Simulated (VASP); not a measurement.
# CsPbBr3 (Pm-3m) in VASP: notebook, part 2 of 2

VASP 6.6.1. Earlier steps stand in the parts before.

## (4) Single point, PBE

This run uses another cell than the first one, of 41.98 Å³/atom.

Input file INCAR:

```
PREC = Accurate
ENCUT = 520
EDIFF = 1E-6
ISMEAR = -1
SIGMA = 0.02
LREAL = False
LASPH = True
NELM = 100
ALGO = Normal
ISIF = 2
LWAVE = False
LCHARG = False
GGA = PE
NBANDS = 30
```

Input file KPOINTS:

```
Automatic mesh
0
Gamma
  4 4 4
```

Input file POSCAR:

```
CsPbBr3
1.0
    5.9429614561      0.0000000000      0.0000000000
    0.0000000000      5.9429614561      0.0000000000
    0.0000000000      0.0000000000      5.9429614561
Cs Pb Br
1 1 3
Direct
    0.0000000000      0.0000000000      0.0000000000
    0.5000000000      0.5000000000      0.5000000000
    0.5000000000      0.5000000000      0.0000000000
    0.5000000000      0.0000000000      0.5000000000
    0.0000000000      0.5000000000      0.5000000000
```

Potentials or basis: VASP PAW PBE potentials, release 64 (Cs_sv, Pb_d, Br).

On the command line:

```bash
$ cat potpaw_PBE.64/Cs_sv/POTCAR potpaw_PBE.64/Pb_d/POTCAR potpaw_PBE.64/Br/POTCAR > POTCAR
$ mpirun -np 1 vasp_std > vasp.out
```

OUTCAR:

```text
PREC = Accurate
   ENCUT = 520
   EDIFF = 1E-6
   ISMEAR = -1
   LREAL = False
   LASPH = True
   NELM = 100
   ISIF = 2
   GGA = PE

 ion  position               nearest neighbor table
   1  0.000  0.000  0.000-
   2  0.500  0.500  0.500-   3 2.97   4 2.97   5 2.97   3 2.97   4 2.97   5 2.97
   3  0.500  0.500  0.000-   2 2.97   2 2.97
   4  0.500  0.000  0.500-   2 2.97   2 2.97
   5  0.000  0.500  0.500-   2 2.97   2 2.97

  LATTYP: Found a simple cubic cell.
 ALAT       =     5.9429614561

  Lattice vectors:

 A1 = (   5.9429614561,   0.0000000000,   0.0000000000)
 A2 = (   0.0000000000,   5.9429614561,   0.0000000000)
 A3 = (   0.0000000000,   0.0000000000,   5.9429614561)

Analysis of symmetry for initial positions (statically):
=====================================================================
 Subroutine PRICEL returns:
 Original cell was already a primitive cell.

 Routine SETGRP: Setting up the symmetry group for a
 simple cubic supercell.

 Subroutine GETGRP returns: Found 48 space group operations
 (whereof 48 operations were pure point group operations)
 out of a pool of 48 trial point group operations.

The static configuration has the point symmetry O_h .

Analysis of symmetry for dynamics (positions and initial velocities):
=====================================================================
 Subroutine PRICEL returns:
 Original cell was already a primitive cell.

 Routine SETGRP: Setting up the symmetry group for a
 simple cubic supercell.

 Subroutine GETGRP returns: Found 48 space group operations
 (whereof 48 operations were pure point group operations)
 out of a pool of 48 trial point group operations.

The dynamic configuration has the point symmetry O_h .

 Subroutine INISYM returns: Found 48 space group operations
[... 99 lines left out ...]
   NELECT =      44.0000    total number of electrons
   NUPDOWN=      -1.0000    fix difference up-down
   EMIN   =  10.00;   EMAX   =-10.00  energy-range for DOS
   EFERMI =   0.00;   METHOD = LEGACY
   ISMEAR =    -1;   SIGMA  =   0.02  broadening in eV -4-tet -1-fermi 0-gaus
   EFERMI_NEDOS =   21; number of points for ismear=-14 and -15
   IALGO  =     38    algorithm
   IMIX   =      4    mixing-type and parameters
     AMIX     =   0.40;   BMIX     =  1.00
     AMIX_MAG =   1.60;   BMIX_MAG =  1.00
  volume/ion in A,a.u.               =      41.98       283.29
  Fermi-wavevector in a.u.,A,eV,Ry     =   0.972500  1.837758 12.867787  0.945756
  Thomas-Fermi vector in A             =   2.102803
   LORBIT       =      0    0 simple, 1 ext, 2 COOP (PROOUT), +10 PAW based schemes
   GGA     = PE    functional components
[... 5 lines left out ...]
 non-spin polarized calculation
  energy-cutoff  :      520.00
  volume of cell :      209.90
 maximum number of plane-waves:      5695
 NGX is ok and might be reduce to    48
   NGX = 23   NGY = 23   NGZ = 23

 number of electron      43.9999990 magnetization

 Free energy of the ion-electron system (eV)
  ---------------------------------------------------
  ext. energy  EPLUGINS =         0.00000000
  ---------------------------------------------------
  free energy    TOTEN  =       -15.85803008 eV

  energy without entropy =      -15.85803008  energy(sigma->0) =      -15.85803008

 E-fermi :   1.3463     XC(G=0):  -7.4857

 val. band max:        0.8965785380   @ k =   0.5000   0.5000   0.5000
 cond. band min:       2.5708032694   @ k =   0.5000   0.5000   0.5000
 fundamental gap:      1.6742247314
 Fermi energy:         1.3463205064

 k-point     1 :       0.0000    0.0000    0.0000
  band No.  band energies     occupation
      1     -20.4351      2.00000
      2     -15.8522      2.00000
      3     -15.8522      2.00000
      4     -15.7233      2.00000
      5     -15.7233      2.00000
      6     -15.7233      2.00000
[... 319 lines left out ...]
     29       6.2391      0.00000
     30       7.4045      0.00000

------------------------ aborting loop because EDIFF is reached ----------------------------------------

  FORCE on cell =-STRESS in cart. coord.  units (eV):
  Direction    XX          YY          ZZ          XY          YZ          ZX
  --------------------------------------------------------------------------------------
  -------------------------------------------------------------------------------------
  Total        0.8791273      0.8791273      0.8791273     -0.0000000      0.0000000      0.0000000
  in kB        6.7104800      6.7104800      6.7104800     -0.0000000      0.0000000      0.0000000
  external PRESSURE =       6.7104800 kB  Pullay stress =       0.0000000 kB

 VOLUME and BASIS-vectors are now :
 -----------------------------------------------------------------------------
  energy-cutoff  :      520.00
  volume of cell :      209.90
      direct lattice vectors                 reciprocal lattice vectors
     5.942961456  0.000000000  0.000000000     0.168266277  0.000000000  0.000000000
     0.000000000  5.942961456  0.000000000     0.000000000  0.168266277  0.000000000
     0.000000000  0.000000000  5.942961456     0.000000000  0.000000000  0.168266277

 POSITION                                       TOTAL-FORCE (eV/Angst)
 -----------------------------------------------------------------------------------
      0.00000      0.00000      0.00000         0.000000      0.000000      0.000000
      2.97148      2.97148      2.97148         0.000000      0.000000      0.000000
      2.97148      2.97148      0.00000         0.000000      0.000000      0.000000
      2.97148      0.00000      2.97148         0.000000      0.000000      0.000000
      0.00000      2.97148      2.97148         0.000000      0.000000      0.000000
 -----------------------------------------------------------------------------------
    total drift:                                0.000000     -0.000000     -0.000000

  FREE ENERGIE OF THE ION-ELECTRON SYSTEM (eV)
  ---------------------------------------------------
  free  energy   TOTEN  =       -15.8580300768 eV

  energy  without entropy=      -15.8580300768  energy(sigma->0) =      -15.85803008
```

It took 53 s on 1 thread of AMD EPYC 9R45 (Zen 5), shared host; peak memory 0.31 GiB.

Results:

```yaml
Free_energy: -15.8580 eV
Pressure: 0.7 GPa
Band_gap_on_the_k_mesh: 1.67 eV
```

Caveat: spin-orbit coupling is left out, which moves the levels of the heavy elements. A k mesh can miss the band edges.

## (5) Single point, LDA

This run uses another cell than the first one, of 41.98 Å³/atom.

Input file INCAR:

```
SYSTEM = CsPbBr3
ALGO = Normal
EDIFF = 1E-7
ENCUT = 520
ISIF = 2
ISMEAR = 0
LASPH = .TRUE.
LCHARG = .TRUE.
LELF = .TRUE.
LREAL = .FALSE.
LVHAR = .TRUE.
LWAVE = .FALSE.
NBANDS = 30
NELM = 100
PREC = Accurate
SIGMA = 0.01
```

Input file KPOINTS:

```
k-points
0
G
  4 4 4
  0 0 0
```

POSCAR is that of step 4.

Potentials or basis: VASP PAW LDA potentials, release 64 (Cs_sv, Pb_d, Br).

On the command line:

```bash
$ cat potpaw_LDA.64/Cs_sv/POTCAR potpaw_LDA.64/Pb_d/POTCAR potpaw_LDA.64/Br/POTCAR > POTCAR
$ mpirun -np 1 vasp_std > vasp.out
```

Wall time 57 s (1 thread of AMD EPYC 9R45 (Zen 5), shared host); peak memory 0.25 GiB.

It converged, with:

```
Free energy            : -17.7116 eV
Pressure               : -1.7 GPa
Band gap on the k mesh : 1.49 eV
```

Levels at points of the mesh, in eV from the valence-band top:
```tsv
k point	band 20	band 21	band 22	band 23	band 24	band 25
(0.00, 0.00, 0.00)	-1.79	-1.79	-1.79	2.84	4.09	4.09
(0.50, 0.00, 0.00)	-1.89	-1.89	-1.30	2.50	4.31	4.90
(0.50, 0.50, 0.00)	-2.05	-1.43	-0.64	2.03	2.03	4.76
(0.50, 0.50, 0.50)	-1.42	-1.42	0.00	1.49	1.49	1.49
```

Caveat: spin-orbit coupling is left out, which moves the levels of the heavy elements.

## (6) Overview

| level | potentials or basis | cell | smearing | gap on the mesh (eV) | pressure (GPa) |
| --- | --- | --- | --- | --- | --- |
| LDA | VASP PAW LDA potentials, release 64 (Cs_sv, Pb_d, Br) | a = 5.784 Å, 5 atoms | fermi-dirac 0.02 eV | 1.16 | 0.0 |
| PBEsol | VASP PAW PBE potentials, release 64 (Cs_sv, Pb_d, Br) | a = 5.882 Å, 5 atoms | fermi-dirac 0.02 eV | 1.45 | 0.0 |
| PBE | VASP PAW PBE potentials, release 64 (Cs_sv, Pb_d, Br) | a = 5.943 Å, 5 atoms | fermi-dirac 0.02 eV | 1.67 | 0.7 |
| LDA | VASP PAW LDA potentials, release 64 (Cs_sv, Pb_d, Br) | a = 5.943 Å, 5 atoms | gaussian 0.01 eV | 1.49 | -1.7 |

Alike in all rows: task single point; no spin polarisation; k mesh 4 × 4 × 4; cutoff (eV) 520.

Caveats: spin-orbit coupling is left out, which moves the levels of the heavy elements; the PAW data sets were made with another functional, which shifts forces and pressure a little (at least some runs).

Absolute energies hang on the potentials; compare differences alone.
